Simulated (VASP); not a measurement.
## SnTe: single point with r2SCAN

SnTe:

```
Sn Te
1.0
     0.00000    3.25312    3.25312
     3.25312    0.00000    3.25312
     3.25312    3.25312    0.00000
Sn Te
1 1
Direct
  0.00000 0.00000 0.00000
  0.50000 0.50000 0.50000
```

This cell differs from its parent crystal: strain +2.0%.

```yaml
Program: VASP 6.6.1
Task: single point
Functional: r2SCAN
Potentials_or_basis: VASP PAW PBE potentials, release 64 (Sn_d, Te)
Cutoff: 520 eV
k_mesh: 8 × 8 × 8
Occupations: gaussian, width 0.01 eV
Spin: no spin polarisation
```

```json
{
  "Pressure": "-2.4 GPa",
  "Band gap on the k mesh": "0.31 eV, direct"
}
```

Levels at points of the mesh, in eV from the valence-band top:
```
           k point  band 7  band 8  band 9  band 10  band 11  band 12  band 13  band 14
(0.00, 0.00, 0.00)   -4.98   -2.06   -2.06    -2.06     3.37     3.37     3.37     5.30
(0.50, 0.00, 0.00)   -8.15   -1.72   -1.72     0.00     0.31     0.57     0.57     8.12
(0.50, 0.50, 0.00)   -6.55   -5.15   -3.50    -3.50     2.84     4.79     4.79     6.13
```

Wall time 49 s on 1 thread of Intel(R) Xeon(R) 6975P-C (Granite Rapids), with other jobs on the host, peak memory 0.23 GiB.

Caveat: the cell differs from its parent crystal (strain +2.0%); the PAW data sets were made with another functional, which shifts forces and pressure a little; spin-orbit coupling is left out, which moves the levels of the heavy elements. A k mesh can miss the band edges.
